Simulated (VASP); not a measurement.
# LiB18N18 (a cell with a defect) in VASP: notebook, part 3 of 3

VASP 6.6.1. The steps go on from the part before.

### 4 Relaxation of the atoms, PBE

INCAR

```
PREC = Accurate
ENCUT = 520
EDIFF = 1E-7
ISMEAR = -1
SIGMA = 0.01
LREAL = Auto
LASPH = T
NELM = 80
ALGO = Normal
ISIF = 2
LWAVE = F
LCHARG = F
GGA = PE
IBRION = 2
NSW = 90
EDIFFG = -0.02
NELECT = 146.0
```

KPOINTS

```
Automatic mesh
0
Gamma
  1 1 1
```

POSCAR

```
LiB18N18
1.0
    7.4650312800      0.0000000000      0.0000000000
   -3.7325156400      6.4649067300      0.0000000000
    0.0000000000      0.0000000000      6.4954828800
B N Li
18 18 1
Direct
    0.1111111100      0.2222222200      0.2500000000
    0.2222222200      0.1111111100      0.7500000000
    0.1108792600      0.5556107400      0.2387244100
    0.2222222200      0.4444444400      0.7500000000
    0.1119697200      0.8892916500      0.2497093000
    0.2221428700      0.7774529700      0.7626042700
    0.4444444400      0.2222222200      0.2500000000
    0.5558831600      0.1111914500      0.7625784300
    0.4444444400      0.5555555600      0.2500000000
    0.5555555600      0.4444444400      0.7500000000
    0.4434744500      0.8892817100      0.2496796200
    0.5555555600      0.7777777800      0.7500000000
    0.7771480700      0.2218774000      0.2388238000
    0.8895515600      0.1122715300      0.7515072500
    0.7777777800      0.5555555600      0.2500000000
    0.8895536200      0.4437810200      0.7515897500
    0.7777777800      0.8888888900      0.2500000000
    0.8888888900      0.7777777800      0.7500000000
    0.1111111100      0.2222222200      0.7500000000
    0.2222222200      0.1111111100      0.2500000000
    0.1112125700      0.5555907000      0.7506246700
    0.2222222200      0.4444444400      0.2500000000
    0.1116734800      0.8890847500      0.7675221400
    0.2218165300      0.7774731400      0.2506590300
    0.4444444400      0.2222222200      0.7500000000
    0.5552902200      0.1109452000      0.2507920800
    0.4444444400      0.5555555600      0.7500000000
    0.5555555600      0.4444444400      0.2500000000
    0.4442384400      0.8890921300      0.7675704400
    0.5555555600      0.7777777800      0.2500000000
    0.7777364200      0.2221186800      0.7505125100
    0.8887814600      0.1114116400      0.2339088500
    0.7777777800      0.5555555600      0.7500000000
    0.8887832800      0.4439754500      0.2337786600
    0.7777777800      0.8888888900      0.7500000000
    0.8888888900      0.7777777800      0.2500000000
    0.3333340000      0.3333340000      0.5000000000
```

Potentials or basis: VASP PAW PBE potentials, release 64 (B, N, Li_sv).

On the command line:

```sh
cat potpaw_PBE.64/B/POTCAR potpaw_PBE.64/N/POTCAR potpaw_PBE.64/Li_sv/POTCAR > POTCAR
mpirun -np 1 vasp_gam > vasp.out
```

OUTCAR:

```text
PREC = Accurate
   ENCUT = 520
   EDIFF = 1E-7
   ISMEAR = -1
   LREAL = Auto
   LASPH = T
   NELM = 80
   ISIF = 2
   GGA = PE
   IBRION = 2
   NSW = 90
   EDIFFG = -0.02
   NELECT = 146.0

 ion  position               nearest neighbor table
   1  0.111  0.222  0.250-  20 1.44  22 1.44  32 1.44  37 2.17
   2  0.222  0.111  0.750-  19 1.44  25 1.44  23 1.44  37 2.17
   3  0.111  0.556  0.239-  34 1.44  24 1.44  22 1.44
   4  0.222  0.444  0.750-  21 1.44  27 1.44  19 1.44  37 2.17
   5  0.112  0.889  0.250-  24 1.43  20 1.43  36 1.44
   6  0.222  0.777  0.763-  29 1.44  23 1.44  21 1.44
   7  0.444  0.222  0.250-  26 1.44  20 1.44  28 1.44  37 2.17
   8  0.556  0.111  0.763-  29 1.44  31 1.44  25 1.44
   9  0.444  0.556  0.250-  22 1.44  30 1.44  28 1.44  37 2.17
  10  0.556  0.444  0.750-  33 1.44  25 1.44  27 1.44  37 2.17
  11  0.443  0.889  0.250-  24 1.43  26 1.43  30 1.45
  12  0.556  0.778  0.750-  35 1.44  27 1.44  29 1.44
  13  0.777  0.222  0.239-  32 1.44  34 1.44  26 1.44
  14  0.890  0.112  0.752-  19 1.43  31 1.43  35 1.44
  15  0.778  0.556  0.250-  28 1.44  36 1.44  34 1.44
  16  0.890  0.444  0.752-  21 1.43  31 1.43  33 1.45
  17  0.778  0.889  0.250-  36 1.44  30 1.44  32 1.44
[... 4 lines left out ...]
  22  0.222  0.444  0.250-   9 1.44   1 1.44   3 1.44  37 2.17
  23  0.112  0.889  0.768-   6 1.44   2 1.44  18 1.44
  24  0.222  0.777  0.251-  11 1.43   5 1.43   3 1.44
  25  0.444  0.222  0.750-   2 1.44  10 1.44   8 1.44  37 2.17
  26  0.555  0.111  0.251-  11 1.43   7 1.44  13 1.44
[... 455 lines left out ...]
[... ionic steps 4 to 33 ...]

--------------------------------------- Ionic step       34  -------------------------------------------

 number of electron     146.0000000 magnetization

------------------------ aborting loop because EDIFF is reached ----------------------------------------
[... 137 lines left out ...]
--------------------------------------- Ionic step       36  -------------------------------------------

 number of electron     145.9999998 magnetization

 Free energy of the ion-electron system (eV)
  ---------------------------------------------------
  ext. energy  EPLUGINS =         0.00000000
  ---------------------------------------------------
  free energy    TOTEN  =      -320.31932059 eV

  energy without entropy =     -320.31932059  energy(sigma->0) =     -320.31932059

 E-fermi :   2.9482     XC(G=0): -10.2913

 val. band max:        2.6622938689   @ k =   0.0000   0.0000   0.0000
 cond. band min:       7.6047617064   @ k =   0.0000   0.0000   0.0000
 fundamental gap:      4.9424678375
 Fermi energy:         2.9481741182

 k-point     1 :       0.0000    0.0000    0.0000
  band No.  band energies     occupation
      1     -42.0009      2.00000
      2     -15.1591      2.00000
      3     -14.8228      2.00000
      4     -13.2646      2.00000
      5     -13.1979      2.00000
      6     -13.1978      2.00000
[... 77 lines left out ...]
     84       9.8168      0.00000
     85      10.2286      0.00000
 [bands above 85 left out]

------------------------ aborting loop because EDIFF is reached ----------------------------------------

  FORCE on cell =-STRESS in cart. coord.  units (eV):
  Direction    XX          YY          ZZ          XY          YZ          ZX
  --------------------------------------------------------------------------------------
  -------------------------------------------------------------------------------------
  Total       15.8072685     15.8231800      5.9818182      0.0107951     -0.0047910      0.0076457
  in kB       80.7908309     80.8721543     30.5730281      0.0551739     -0.0244866      0.0390771
  external PRESSURE =      64.0786711 kB  Pullay stress =       0.0000000 kB
[... 52 lines left out ...]
  FREE ENERGIE OF THE ION-ELECTRON SYSTEM (eV)
  ---------------------------------------------------
  free  energy   TOTEN  =      -320.3193205927 eV

  energy  without entropy=     -320.3193205927  energy(sigma->0) =     -320.31932059

 reached required accuracy - stopping structural energy minimisation
```

CONTCAR:

```text
LiB18N18
   1.00000000000000
     7.4650312799999998    0.0000000000000000    0.0000000000000000
    -3.7325156399999999    6.4649067300000000    0.0000000000000000
     0.0000000000000000    0.0000000000000000    6.4954828800000000
  B               N               Li
    18    18     1
Direct
     0.1084202071537904    0.2207552678493598    0.2323572183431563
     0.2208426991294917    0.1085196127593560    0.7682390689799794
     0.1105248504151847    0.5560708121025862    0.2500630086604902
     0.2207503058512211    0.4459773551135683    0.7681401416212676
     0.1104771934928245    0.8875844492650267    0.2497901264955055
     0.2224963054895560    0.7780639795871123    0.7619303349758142
[... 29 lines left out ...]
     0.8888016833992991    0.7777302025042819    0.2513931660748092
     0.3333913444461282    0.3334047610088771    0.5003018402390437

  0.00000000E+00  0.00000000E+00  0.00000000E+00
  0.00000000E+00  0.00000000E+00  0.00000000E+00
  0.00000000E+00  0.00000000E+00  0.00000000E+00
  0.00000000E+00  0.00000000E+00  0.00000000E+00
  0.00000000E+00  0.00000000E+00  0.00000000E+00
  0.00000000E+00  0.00000000E+00  0.00000000E+00
[... 29 lines left out ...]
  0.00000000E+00  0.00000000E+00  0.00000000E+00
  0.00000000E+00  0.00000000E+00  0.00000000E+00
```

It took 22 min on 1 thread of Intel Xeon Platinum 8488C (Sapphire Rapids), shared host; peak memory 0.41 GiB.

Results:

```yaml
Free_energy: -320.3193 eV
Energy_gained_by_relaxing: 14.5 meV/atom
Ionic_steps: 36
Largest_force_after_relaxing: 0.019 eV/Å
```

Forces on the atoms (eV/Å):
```
B   -0.008 -0.002 -0.004
B    0.000 -0.009  0.004
B   -0.005  0.002 -0.004
B    0.007  0.001 -0.006
B    0.006 -0.009 -0.001
B   -0.007  0.001 -0.004
B   -0.001  0.010  0.006
B    0.005 -0.003  0.005
B   -0.001 -0.004  0.001
B   -0.006 -0.003 -0.002
B   -0.001  0.007 -0.016
B   -0.001  0.010  0.014
B    0.002 -0.007  0.003
B   -0.010  0.001  0.000
B    0.008  0.008 -0.014
B    0.006  0.005  0.017
B    0.000  0.006  0.004
B    0.002  0.001 -0.004
N    0.004  0.000 -0.008
N   -0.002  0.004  0.008
N    0.000 -0.009  0.005
N    0.003  0.001 -0.006
N    0.001 -0.010 -0.001
N    0.005  0.004  0.003
N    0.001  0.001  0.006
N   -0.009 -0.006 -0.005
N    0.000 -0.001  0.000
N    0.001 -0.001 -0.001
N    0.000  0.003  0.001
N    0.001 -0.002  0.000
N    0.002  0.007 -0.004
N   -0.006 -0.005  0.001
N    0.000 -0.001  0.000
N    0.002 -0.001 -0.001
N    0.000  0.001  0.011
N    0.004 -0.001 -0.011
Li  -0.001 -0.002 -0.001
```

The path:
| step | energy change (eV) | largest force (eV/Å) | pressure (GPa) |
| --- | --- | --- | --- |
| 1 | 0.0000 | 2.1502 | 6.69 |
| 2 | 0.9131 | 4.6356 | 7.82 |
| 3 | -0.2637 | 1.0551 | 6.76 |
| 4 | -0.3373 | 1.0552 | 6.52 |
| 5 | -0.3999 | 0.3724 | 6.62 |
| 6 | -0.4233 | 0.3764 | 6.62 |
| 7 | -0.4238 | 0.3035 | 6.62 |
| 8 | -0.4443 | 0.2287 | 6.62 |
| 9 | -0.4473 | 0.2845 | 6.62 |
| 10 | -0.4691 | 0.2286 | 6.63 |
| 11 | -0.4933 | 0.4565 | 6.61 |
| 12 | -0.5073 | 0.2443 | 6.58 |
| 13 | -0.5156 | 0.1972 | 6.53 |
| 14 | -0.5209 | 0.1456 | 6.51 |
| 15 | -0.5265 | 0.1176 | 6.46 |
| 16 | -0.5291 | 0.0850 | 6.45 |
| 17 | -0.5298 | 0.0962 | 6.44 |
| 18 | -0.5313 | 0.0648 | 6.43 |
| 19 | -0.5316 | 0.0908 | 6.43 |
| 20 | -0.5330 | 0.0646 | 6.42 |
| 21 | -0.5332 | 0.0901 | 6.42 |
| 22 | -0.5342 | 0.0777 | 6.42 |
| 23 | -0.5351 | 0.0754 | 6.41 |
| 24 | -0.5359 | 0.0490 | 6.41 |
| 25 | -0.5362 | 0.0369 | 6.41 |
| 26 | -0.5365 | 0.0328 | 6.40 |
| 27 | -0.5367 | 0.0358 | 6.40 |
| 28 | -0.5369 | 0.0288 | 6.40 |
| 29 | -0.5370 | 0.0292 | 6.40 |
| 30 | -0.5372 | 0.0259 | 6.40 |
| 31 | -0.5373 | 0.0304 | 6.40 |
| 32 | -0.5375 | 0.0219 | 6.40 |
| 33 | -0.5376 | 0.0307 | 6.40 |
| 34 | -0.5377 | 0.0253 | 6.41 |
| 35 | -0.5378 | 0.0273 | 6.41 |
| 36 | -0.5380 | 0.0189 | 6.41 |

Final structure:
```yaml
crystal:
  lattice:
    - [7.46503, 0.00000, 0.00000]
    - [-3.73252, 6.46491, 0.00000]
    - [0.00000, 0.00000, 6.49548]
  atoms:
    - { symbol: B, position: [0.10842, 0.22076, 0.23236] }
    - { symbol: B, position: [0.22084, 0.10852, 0.76824] }
    - { symbol: B, position: [0.11052, 0.55607, 0.25006] }
    - { symbol: B, position: [0.22075, 0.44598, 0.76814] }
    - { symbol: B, position: [0.11048, 0.88758, 0.24979] }
    - { symbol: B, position: [0.22250, 0.77806, 0.76193] }
    - { symbol: B, position: [0.44588, 0.22066, 0.23246] }
    - { symbol: B, position: [0.55611, 0.11059, 0.75047] }
    - { symbol: B, position: [0.44588, 0.55829, 0.23266] }
    - { symbol: B, position: [0.55838, 0.44598, 0.76793] }
    - { symbol: B, position: [0.44418, 0.88864, 0.23885] }
    - { symbol: B, position: [0.55611, 0.77903, 0.75023] }
    - { symbol: B, position: [0.77801, 0.22245, 0.23861] }
    - { symbol: B, position: [0.88765, 0.11057, 0.75081] }
    - { symbol: B, position: [0.77894, 0.55603, 0.25032] }
    - { symbol: B, position: [0.88870, 0.44424, 0.76171] }
    - { symbol: B, position: [0.77794, 0.88868, 0.23863] }
    - { symbol: B, position: [0.88877, 0.77805, 0.76195] }
    - { symbol: N, position: [0.11205, 0.22285, 0.75706] }
    - { symbol: N, position: [0.22276, 0.11198, 0.24356] }
    - { symbol: N, position: [0.11082, 0.55597, 0.76685] }
    - { symbol: N, position: [0.22276, 0.44387, 0.24426] }
    - { symbol: N, position: [0.11089, 0.88858, 0.76738] }
    - { symbol: N, position: [0.22230, 0.77773, 0.25096] }
    - { symbol: N, position: [0.44394, 0.22286, 0.75630] }
    - { symbol: N, position: [0.55591, 0.11077, 0.23371] }
    - { symbol: N, position: [0.44389, 0.55463, 0.75641] }
    - { symbol: N, position: [0.55453, 0.44381, 0.24421] }
    - { symbol: N, position: [0.44431, 0.88892, 0.74930] }
    - { symbol: N, position: [0.55584, 0.77822, 0.23362] }
    - { symbol: N, position: [0.77777, 0.22237, 0.74962] }
    - { symbol: N, position: [0.88848, 0.11081, 0.23320] }
    - { symbol: N, position: [0.77830, 0.55593, 0.76694] }
    - { symbol: N, position: [0.88886, 0.44428, 0.25120] }
    - { symbol: N, position: [0.77780, 0.88890, 0.74917] }
    - { symbol: N, position: [0.88880, 0.77773, 0.25139] }
    - { symbol: Li, position: [0.33339, 0.33340, 0.50030] }
```

Levels at points of the mesh, in eV from the Fermi level:
```
           k point  band 71  band 72  band 73  band 74  band 75  band 76
(0.00, 0.00, 0.00)    -0.35    -0.29    -0.29     4.66     4.66     4.70
```

Caveat: the k points lie up to 0.97 Å⁻¹ apart, too coarse for converged energies, forces and pressures; the cell carries a net charge on a neutralising background, which shifts energy and pressure; the cell is charged against a uniform background, so pressure and absolute levels hang on convention; the cutoff is under 1.25 times the usual one of these potentials, so pressure, stress and relaxed cells hold a basis-set (Pulay) error.
